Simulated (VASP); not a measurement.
Crystal: ZrSi2.

```
Zr Si
1.0
     3.96208    0.00000    0.00000
    -1.98104    3.43126    0.00000
     0.00000    0.00000    3.80592
Zr Si
1 2
Direct
  0.00000 0.00000 0.00000
  0.33333 0.66667 0.50000
  0.66667 0.33333 0.50000
```

- Program: VASP 6.6.1
- Task: relaxation of cell and atoms
- Functional: PBEsol
- Potentials or basis: VASP PAW PBE potentials, release 64 (Zr_sv, Si)
- Cutoff: 600 eV
- k mesh: 12 × 12 × 12
- Occupations: gaussian, width 0.1 eV
- Spin: no spin polarisation

At the start: pressure -5.1 GPa; volume 17.25 Å³/atom.

Task: Where does the relaxation end?

Result: Over 8 steps the energy falls by 49.3 meV/atom and the volume is 16.28 Å³/atom (-5.6 %); space group P6/mmm (No. 191, to 0.1 Å) before and after.

The path:
| step | energy change (eV) | largest force (eV/Å) | pressure (GPa) | volume (Å³) |
| --- | --- | --- | --- | --- |
| 1 | 0.0000 | 0.0000 | -5.12 | 51.74 |
| 2 | -0.1153 | 0.0000 | 4.11 | 47.67 |
| 3 | -0.1178 | 0.0000 | 2.75 | 48.16 |
| 4 | -0.1476 | 0.0000 | -0.46 | 49.02 |
| 5 | -0.1478 | 0.0000 | -0.26 | 48.96 |
| 6 | -0.1478 | 0.0000 | -0.21 | 48.95 |
| 7 | -0.1479 | 0.0000 | 0.10 | 48.82 |
| 8 | -0.1479 | 0.0000 | 0.06 | 48.85 |

Final structure:
```xyz
3
Lattice="4.0044 0.0000 0.0000 -2.0022 3.4679 0.0000 0.0000 0.0000 3.5173" Properties=species:S:1:pos:R:3 pbc="T T T"
Zr    0.0000    0.0000    0.0000
Si    0.0000    2.3119    1.7587
Si    2.0022    1.1560    1.7587
```

Caveat: the PAW data sets were made with another functional, which shifts forces and pressure a little.
